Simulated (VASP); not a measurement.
# MgO (P6_3/mmc) in VASP: single point with PBE

Aim: the single point of MgO with PBE.

All numbers are computed with VASP 6.6.1; they aren't measurements. Logs are shortened: lines on timing, memory, paths and dates and some standing lists are left out, and cuts for length are marked.

## 1. The cell of the first run

The structure is hexagonal, space group P6_3/mmc (No. 194). The conventional cell has a = 3.604 Å, b = 3.604 Å, c = 4.338 Å, α = 90.00°, β = 90.00°, γ = 120.00°. Mg (site symmetry -6m2) has 5 O at 2.08 to 2.17 Å within 2.8 Å. Within 2.8 Å of O (site symmetry -6m2) lie 5 Mg at 2.08 to 2.17 Å.

## 2. Single point, PBE (volume 12.196 Å^3 an atom, c/a of the conventional cell 1.2039)

File INCAR:

```
PREC     = Accurate       # precision mode
ENCUT    = 520            # plane-wave cutoff, eV
EDIFF    = 1E-6           # SCF threshold, eV
ISMEAR   = 0              # smearing method
SIGMA    = 0.05           # smearing width, eV
LREAL    = F              # projectors in reciprocal space
LASPH    = T              # aspherical terms in the spheres
NELM     = 60             # most SCF steps
ALGO     = Normal         # electronic algorithm
ISIF     = 2              # what is computed and relaxed
LWAVE    = F              # write WAVECAR
LCHARG   = F              # write CHGCAR
GGA      = PE             # functional
NBANDS   = 16             # bands
```

File KPOINTS:

```
regular mesh
0
Gamma
  9 9 6
```

File POSCAR:

```
MgO
1.0
    3.6035011164      0.0000000000      0.0000000000
   -1.8017505582      3.1207235094      0.0000000000
    0.0000000000      0.0000000000      4.3380789682
Mg O
2 2
Direct
    0.6666666667      0.3333333333      0.7500000000
    0.3333333333      0.6666666667      0.2500000000
    0.6666666667      0.3333333333      0.2500000000
    0.3333333333      0.6666666667      0.7500000000
```

Potentials or basis: VASP PAW PBE potentials, release 64 (Mg, O).

The run is started by

```console
cat potpaw_PBE.64/Mg/POTCAR potpaw_PBE.64/O/POTCAR > POTCAR
mpirun -np 1 vasp_std > vasp.out
```

OUTCAR:

```text
PREC = Accurate
   ENCUT = 520
   EDIFF = 1E-6
   ISMEAR = 0
   LREAL = F
   LASPH = T
   NELM = 60
   ISIF = 2
   GGA = PE

 ion  position               nearest neighbor table
   1  0.667  0.333  0.750-   4 2.08   4 2.08   4 2.08   3 2.17   3 2.17   2 3.01   2 3.01   2 3.01
                             2 3.01   2 3.01   2 3.01
   2  0.333  0.667  0.250-   3 2.08   3 2.08   3 2.08   4 2.17   4 2.17   1 3.01   1 3.01   1 3.01
                             1 3.01   1 3.01   1 3.01
   3  0.667  0.333  0.250-   2 2.08   2 2.08   2 2.08   1 2.17   1 2.17
   4  0.333  0.667  0.750-   1 2.08   1 2.08   1 2.08   2 2.17   2 2.17

  LATTYP: Found a hexagonal cell.
 ALAT       =     3.6035011164
 C/A-ratio  =     1.2038511514

  Lattice vectors:

 A1 = (   3.6035011164,   0.0000000000,   0.0000000000)
 A2 = (  -1.8017505582,   3.1207235094,   0.0000000000)
 A3 = (   0.0000000000,   0.0000000000,   4.3380789682)

Analysis of symmetry for initial positions (statically):
=====================================================================
 Subroutine PRICEL returns:
 Original cell was already a primitive cell.

 Routine SETGRP: Setting up the symmetry group for a
 hexagonal supercell.

 Subroutine GETGRP returns: Found 24 space group operations
 (whereof 12 operations were pure point group operations)
 out of a pool of 24 trial point group operations.

The static configuration has the point symmetry D_3d.
 The point group associated with its full space group is D_6h.

Analysis of symmetry for dynamics (positions and initial velocities):
=====================================================================
 Subroutine PRICEL returns:
 Original cell was already a primitive cell.

 Routine SETGRP: Setting up the symmetry group for a
 hexagonal supercell.

 Subroutine GETGRP returns: Found 24 space group operations
 (whereof 12 operations were pure point group operations)
 out of a pool of 24 trial point group operations.

The dynamic configuration has the point symmetry D_3d.
 The point group associated with its full space group is D_6h.

 Subroutine INISYM returns: Found 24 space group operations
 (whereof 12 operations are pure point group operations),
 and found     1 'primitive' translations

----------------------------------------------------------------------------------------

                                     Primitive cell

[... 90 lines left out ...]
   LSORBIT =      F    spin-orbit coupling
   LASPH  =      T    aspherical Exc in radial PAW
   ENCUT  =  520.0 eV  38.22 Ry    6.18 a.u.   6.70  6.70  8.07*2*pi/ulx,y,z
   NELM   =     60;   NELMIN=  2; NELMDL= -5     # of ELM steps
   EDIFF  = 0.1E-05   stopping-criterion for ELM
   LREAL  =      F    real-space projection
   EDIFFG = 0.1E-04   stopping-criterion for IOM
   NSW    =      0    number of steps for IOM
   IBRION =     -1    ionic relax: 0-MD 1-quasi-New 2-CG
   NFREE  =      0    steps in history (QN), initial steepest desc. (CG)
   ISIF   =      2    stress and relaxation
   ISYM   =      2    0-nonsym 1-usesym 2-fastsym
   POTIM  = 0.5000    time-step for ionic-motion
   TEBEG  =    0.0;   TEEND  =   0.0 temperature during run
   PSTRESS=    0.0 pullay stress
   NELECT =      16.0000    total number of electrons
   NUPDOWN=      -1.0000    fix difference up-down
   EMIN   =  10.00;   EMAX   =-10.00  energy-range for DOS
   EFERMI =   0.00;   METHOD = LEGACY
   ISMEAR =     0;   SIGMA  =   0.05  broadening in eV -4-tet -1-fermi 0-gaus
   EFERMI_NEDOS =   21; number of points for ismear=-14 and -15
   IALGO  =     38    algorithm
   IMIX   =      4    mixing-type and parameters
     AMIX     =   0.40;   BMIX     =  1.00
     AMIX_MAG =   1.60;   BMIX_MAG =  1.00
  volume/ion in A,a.u.               =      12.20        82.30
  Fermi-wavevector in a.u.,A,eV,Ry     =   1.128987  2.133476 17.342151  1.274612
  Thomas-Fermi vector in A             =   2.265679
   LORBIT       =      0    0 simple, 1 ext, 2 COOP (PROOUT), +10 PAW based schemes
   GGA     = PE    functional components
   LHFCALC =     F    Hartree Fock is set to
   AEXX    =    0.0000 exact exchange contribution
   IVDW    =     0    specifies the selected vdW correction
   LEPSILON=     F    determine dielectric tensor
   LRPA    =     F    only Hartree local field effects (RPA)
 non-spin polarized calculation
 Gauss-broadening in eV      SIGMA  =   0.05
  energy-cutoff  :      520.00
  volume of cell :       48.78
 maximum number of plane-waves:      1348
 NGX is ok and might be reduce to    28
   NGX = 13   NGY = 13   NGZ = 17

 number of electron      15.9999998 magnetization

 Free energy of the ion-electron system (eV)
  ---------------------------------------------------
  ext. energy  EPLUGINS =         0.00000000
  ---------------------------------------------------
  free energy    TOTEN  =       -23.58632931 eV

  energy without entropy =      -23.58632931  energy(sigma->0) =      -23.58632931

 E-fermi :   1.6272     XC(G=0):  -9.6259

 val. band max:        1.3691189258   @ k =   0.0000   0.0000   0.0000
 cond. band min:       4.2843574436   @ k =   0.0000   0.0000   0.0000
 fundamental gap:      2.9152385177
 Fermi energy:         1.6272053091

 k-point     1 :       0.0000    0.0000    0.0000
  band No.  band energies     occupation
      1     -15.1412      2.00000
      2     -13.9991      2.00000
      3      -1.9274      2.00000
      4      -0.1754      2.00000
      5      -0.1754      2.00000
      6       0.6767      2.00000
[... 433 lines left out ...]
      3      -1.7551      2.00000
      4      -1.2056      2.00000
      5      -1.2056      2.00000
      6       0.3081      2.00000
[... 8 lines left out ...]
     15      14.7989      0.00000
     16      16.7591      0.00000

 [... further k-points ...]
[... 5 lines left out ...]
  --------------------------------------------------------------------------------------
  -------------------------------------------------------------------------------------
  Total       -2.3929708     -2.3929708     -2.5443046      0.0000000     -0.0000000     -0.0000000
  in kB      -78.5905945    -78.5905945    -83.5607396      0.0000000     -0.0000000     -0.0000000
  external PRESSURE =     -80.2473095 kB  Pullay stress =       0.0000000 kB

 VOLUME and BASIS-vectors are now :
 -----------------------------------------------------------------------------
  energy-cutoff  :      520.00
  volume of cell :       48.78
      direct lattice vectors                 reciprocal lattice vectors
     3.603501116  0.000000000  0.000000000     0.277507892  0.160219256  0.000000000
    -1.801750558  3.120723509  0.000000000     0.000000000  0.320438513  0.000000000
     0.000000000  0.000000000  4.338078968     0.000000000  0.000000000  0.230516781

 POSITION                                       TOTAL-FORCE (eV/Angst)
 -----------------------------------------------------------------------------------
      1.80175      1.04024      3.25356         0.000000     -0.000000      0.000000
     -0.00000      2.08048      1.08452        -0.000000      0.000000      0.000000
      1.80175      1.04024      1.08452         0.000000     -0.000000      0.000000
     -0.00000      2.08048      3.25356        -0.000000      0.000000      0.000000
 -----------------------------------------------------------------------------------
    total drift:                               -0.000000      0.000000     -0.000000

  FREE ENERGIE OF THE ION-ELECTRON SYSTEM (eV)
  ---------------------------------------------------
  free  energy   TOTEN  =       -23.5863293137 eV

  energy  without entropy=      -23.5863293137  energy(sigma->0) =      -23.58632931
```

Run time: 60 s. Hardware: 1 thread of Intel Xeon 8259CL, shared host; peak memory 0.18 GiB.

What came out:

```
Free energy            : -23.5863 eV
Pressure               : -8.0 GPa
Band gap on the k mesh : 2.92 eV, direct
```

Levels at points of the mesh, in eV from the valence-band top:
```
           k point  band 6  band 7  band 8  band 9  band 10  band 11
(0.00, 0.00, 0.00)   -0.69   -0.69    0.00    2.92     8.63    11.40
(0.00, 0.00, 0.50)   -1.13   -1.13   -1.13    5.90     5.90    12.23
```
